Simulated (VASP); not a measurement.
# SnSe (Fm-3m) in VASP: further runs

The runs below take SnSe through vibrations by perturbation theory, with PBEsol.

All numbers are computed with VASP 6.6.1; they aren't measurements. Logs are shortened: lines on timing, memory, paths and dates and some standing lists are left out, and cuts for length are marked.

## (1) The cell of the first run

It takes space group Fm-3m (No. 225, cubic). Conventional cell: a = 5.522 Å, b = 5.522 Å, c = 5.522 Å, α = 90.00°, β = 90.00°, γ = 90.00°. Sn (site symmetry m-3m) has 6 Se at 2.76 Å within 3.6 Å. Se (site symmetry m-3m) has 6 Sn at 2.76 Å within 3.6 Å.

## (2) Vibrations by perturbation theory, PBEsol

Input file INCAR:

```
SYSTEM = SnSe
ALGO = Normal
EDIFF = 1E-8
ENCUT = 520
GGA = PS
IBRION = 8
ISIF = 2
ISMEAR = 0
LASPH = .True.
LCHARG = .False.
LREAL = .False.
LWAVE = .False.
NBANDS = 17
NELM = 100
NSW = 1
PREC = Accurate
SIGMA = 0.01
```

Input file KPOINTS:

```
k-points
0
Gamma
  12 12 12
  0 0 0
```

Input file POSCAR:

```
SnSe
1.0
    0.0000000000      2.7611570254      2.7611570254
    2.7611570254      0.0000000000      2.7611570254
    2.7611570254      2.7611570254      0.0000000000
Sn Se
1 1
Direct
    0.0000000000      0.0000000000      0.0000000000
    0.5000000000      0.5000000000      0.5000000000
```

Potentials or basis: VASP PAW PBE potentials, release 64 (Sn_d, Se).

The run is started by

```bash
$ cat potpaw_PBE.64/Sn_d/POTCAR potpaw_PBE.64/Se/POTCAR > POTCAR
$ mpirun -np 1 vasp_std > vasp.out
```

OUTCAR:

```text
SYSTEM = SnSe
   EDIFF = 1E-8
   ENCUT = 520
   GGA = PS
   IBRION = 8
   ISIF = 2
   ISMEAR = 0
   LASPH = .True.
   LREAL = .False.
   NELM = 100
   NSW = 1
   PREC = Accurate

 ion  position               nearest neighbor table
   1  0.000  0.000  0.000-   2 2.76   2 2.76   2 2.76   2 2.76   2 2.76   2 2.76
   2  0.500  0.500  0.500-   1 2.76   1 2.76   1 2.76   1 2.76   1 2.76   1 2.76

  LATTYP: Found a face centered cubic cell.
 ALAT       =     5.5223140508

  Lattice vectors:

 A1 = (   0.0000000000,   2.7611570254,   2.7611570254)
 A2 = (   2.7611570254,   0.0000000000,   2.7611570254)
 A3 = (   2.7611570254,   2.7611570254,   0.0000000000)

Analysis of symmetry for initial positions (statically):
=====================================================================
 Subroutine PRICEL returns:
 Original cell was already a primitive cell.

 Routine SETGRP: Setting up the symmetry group for a
 face centered cubic supercell.

 Subroutine GETGRP returns: Found 48 space group operations
 (whereof 48 operations were pure point group operations)
 out of a pool of 48 trial point group operations.

The static configuration has the point symmetry O_h .

Analysis of symmetry for dynamics (positions and initial velocities):
=====================================================================
 Subroutine PRICEL returns:
 Original cell was already a primitive cell.

 Routine SETGRP: Setting up the symmetry group for a
 face centered cubic supercell.

 Subroutine GETGRP returns: Found 48 space group operations
 (whereof 48 operations were pure point group operations)
 out of a pool of 48 trial point group operations.

The dynamic configuration has the point symmetry O_h .

 Subroutine INISYM returns: Found 48 space group operations
 (whereof 48 operations are pure point group operations),
 and found     1 'primitive' translations

----------------------------------------------------------------------------------------

                                     Primitive cell

  volume of cell :      42.1021

  direct lattice vectors                    reciprocal lattice vectors
     0.000000000  2.761157025  2.761157025    -0.181083508  0.181083508  0.181083508
     2.761157025  0.000000000  2.761157025     0.181083508 -0.181083508  0.181083508
     2.761157025  2.761157025  0.000000000     0.181083508  0.181083508 -0.181083508

  length of vectors
     3.904865713  3.904865713  3.904865713     0.313645836  0.313645836  0.313645836

  position of ions in fractional coordinates (direct lattice)
     0.000000000  0.000000000  0.000000000
     0.500000000  0.500000000  0.500000000

  ion indices of the primitive-cell ions
   primitive index   ion index
                 1           1
                 2           2

----------------------------------------------------------------------------------------

 KPOINTS: k-points

Automatic generation of k-mesh.
 Grid dimensions read from file:
 generate k-points for:   12   12   12

 Generating k-lattice:

  Cartesian coordinates                     Fractional coordinates (reciprocal lattice)
    -0.015090292  0.015090292  0.015090292     0.083333333  0.000000000  0.000000000
     0.015090292 -0.015090292  0.015090292     0.000000000  0.083333333  0.000000000
     0.015090292  0.015090292 -0.015090292     0.000000000  0.000000000  0.083333333

[... 76 lines left out ...]
     AMIX_MAG =   1.60;   BMIX_MAG =  1.00
  volume/ion in A,a.u.               =      21.05       142.06
  Fermi-wavevector in a.u.,A,eV,Ry     =   1.277371  2.413881 22.200310  1.631677
  Thomas-Fermi vector in A             =   2.409974
   LORBIT       =      0    0 simple, 1 ext, 2 COOP (PROOUT), +10 PAW based schemes
   GGA     = PS    functional components
   LHFCALC =     F    Hartree Fock is set to
   AEXX    =    0.0000 exact exchange contribution
   IVDW    =     0    specifies the selected vdW correction
   LEPSILON=     F    determine dielectric tensor
   LRPA    =     F    only Hartree local field effects (RPA)
 non-spin polarized calculation
 Gauss-broadening in eV      SIGMA  =   0.01
  energy-cutoff  :      520.00
  volume of cell :       42.10
 maximum number of plane-waves:      1158
 NGX is ok and might be reduce to    30
   NGX = 15   NGY = 15   NGZ = 15

--------------------------------------- Ionic step        1  -------------------------------------------

 number of electron      19.9999998 magnetization

 Free energy of the ion-electron system (eV)
  ---------------------------------------------------
  ext. energy  EPLUGINS =         0.00000000
  ---------------------------------------------------
  free energy    TOTEN  =        -8.42649811 eV

  energy without entropy =       -8.42649811  energy(sigma->0) =       -8.42649811

 E-fermi :   9.0984     XC(G=0): -10.9924

 val. band max:        9.0478245748   @ k =  -0.2500   0.1667   0.0000
 cond. band min:       9.1633460885   @ k =  -0.4167   0.0833   0.0000
 fundamental gap:      0.1155215137
 Fermi energy:         9.0983626335

 k-point     1 :       0.0000    0.0000    0.0000
  band No.  band energies     occupation
      1     -12.9144      2.00000
      2     -12.9144      2.00000
      3     -12.8987      2.00000
      4     -12.8987      2.00000
      5     -12.8987      2.00000
      6      -7.2702      2.00000
[... 457 lines left out ...]
      4     -12.8700      2.00000
      5     -12.8624      2.00000
      6      -5.4682      2.00000
[... 9 lines left out ...]
     16      18.0028      0.00000
     17      21.2571      0.00000

 [... further k-points ...]

------------------------ aborting loop because EDIFF is reached ----------------------------------------

  FORCE on cell =-STRESS in cart. coord.  units (eV):
  Direction    XX          YY          ZZ          XY          YZ          ZX
  --------------------------------------------------------------------------------------
  -------------------------------------------------------------------------------------
  Total        5.2889040      5.2889040      5.2889040      0.0000000      0.0000000      0.0000000
  in kB      201.2671771    201.2671771    201.2671771      0.0000000      0.0000000      0.0000000
  external PRESSURE =     201.2671771 kB  Pullay stress =       0.0000000 kB

 VOLUME and BASIS-vectors are now :
 -----------------------------------------------------------------------------
  energy-cutoff  :      520.00
  volume of cell :       42.10
      direct lattice vectors                 reciprocal lattice vectors
     0.000000000  2.761157025  2.761157025    -0.181083508  0.181083508  0.181083508
     2.761157025  0.000000000  2.761157025     0.181083508 -0.181083508  0.181083508
     2.761157025  2.761157025  0.000000000     0.181083508  0.181083508 -0.181083508

 POSITION                                       TOTAL-FORCE (eV/Angst)
 -----------------------------------------------------------------------------------
      0.00000      0.00000      0.00000        -0.000000     -0.000000      0.000000
      2.76116      2.76116      2.76116         0.000000      0.000000      0.000000
 -----------------------------------------------------------------------------------
    total drift:                               -0.000000      0.000000      0.000000

  FREE ENERGIE OF THE ION-ELECTRON SYSTEM (eV)
  ---------------------------------------------------
  free  energy   TOTEN  =        -8.4264981104 eV

  energy  without entropy=       -8.4264981104  energy(sigma->0) =       -8.42649811

[... ionic steps 2 to 3 ...]

--------------------------------------- Ionic step        4  -------------------------------------------

------------------------ aborting loop because EDIFF is reached ----------------------------------------

[... ionic steps 5 to 6 ...]

--------------------------------------- Ionic step        7  -------------------------------------------

 Free energy of the ion-electron system (eV)
  ---------------------------------------------------
  ---------------------------------------------------
  free energy    TOTEN  =        -0.08121001 eV

  energy without entropy =       -0.08121001

------------------------ aborting loop because EDIFF is reached ----------------------------------------

 INTERNAL STRAIN TENSOR  FOR ION    2  DIRECTION 1   (eV/Angst):
 -----------------------------------------------------------------------------
    -0.02008 -0.00000 -0.00000
     0.00000  0.01026 -0.00000
    -0.00000 -0.00000  0.01026

 INTERNAL STRAIN TENSOR FOR ION    2 for displacements in x,y,z  (eV/Angst):
          X           Y           Z          XY          YZ          ZX
  --------------------------------------------------------------------------------
  x     0.00000     0.00000     0.00000     0.00000     0.00000     0.00000
  y     0.00000     0.00000     0.00000     0.00000     0.00000     0.00000
  z     0.00000     0.00000     0.00000     0.00000     0.00000     0.00000

 SECOND DERIVATIVES (NOT SYMMETRIZED)
 ------------------------------------
               1X          1Y          1Z          2X          2Y          2Z
  1X    -3.609968    0.000000    0.000000    3.609968    0.000000    0.000000
  1Y     0.000000   -3.609968    0.000000    0.000000    3.609968    0.000000
  1Z     0.000000    0.000000   -3.609968    0.000000    0.000000    3.609968
  2X     3.613267    0.000000    0.000000   -3.613267    0.000000    0.000000
  2Y     0.000000    3.613267    0.000000    0.000000   -3.613267    0.000000
  2Z     0.000000    0.000000    3.613267    0.000000    0.000000   -3.613267

 Eigenvectors and eigenvalues of the dynamical matrix
 ----------------------------------------------------

   1 f  =    4.314641 THz    27.109692 2PiTHz  143.920948 cm-1    17.843915 meV
             X         Y         Z           dx          dy          dz
      0.000000  0.000000  0.000000    -0.000000   -0.631850    0.000000
      2.761157  2.761157  2.761157     0.000000    0.775091    0.000000
[... 21 lines left out ...]
   6 f/i=    0.000965 THz     0.006064 2PiTHz    0.032192 cm-1     0.003991 meV
             X         Y         Z           dx          dy          dz
      0.000000  0.000000  0.000000     0.000000    0.000000    0.775091
      2.761157  2.761157  2.761157     0.000000    0.000000    0.631850

--------------------------------------------------------------------------------------------------------

 ELASTIC MODULI CONTR FROM IONIC RELAXATION (kBar)
 Direction    XX          YY          ZZ          XY          YZ          ZX
 --------------------------------------------------------------------------------
 XX           0.0000      0.0000      0.0000      0.0000      0.0000      0.0000
 YY           0.0000      0.0000      0.0000      0.0000      0.0000      0.0000
 ZZ           0.0000      0.0000      0.0000      0.0000      0.0000      0.0000
 XY           0.0000      0.0000      0.0000      0.0000      0.0000      0.0000
 YZ           0.0000      0.0000      0.0000      0.0000      0.0000      0.0000
 ZX           0.0000      0.0000      0.0000      0.0000      0.0000      0.0000
 --------------------------------------------------------------------------------
```

Wall time 8.8 min (1 thread of Intel Xeon 8259CL, shared host); peak memory 0.41 GiB.

What came out:

```
Highest phonon frequency at Γ, LO-TO splitting left out : 144 cm⁻¹
```

Phonon frequencies in cm⁻¹ (negative: imaginary):
| q point | frequencies |
| --- | --- |
| (0.000, 0.000, 0.000) | 0 0 0 144 144 144 |

Caveat: the cell stands under pressure or tension, which shifts response properties; the PAW data sets were made with another functional, which shifts forces and pressure a little; spin-orbit coupling is left out, which moves the levels of the heavy elements.

[end of part 1 of 2]
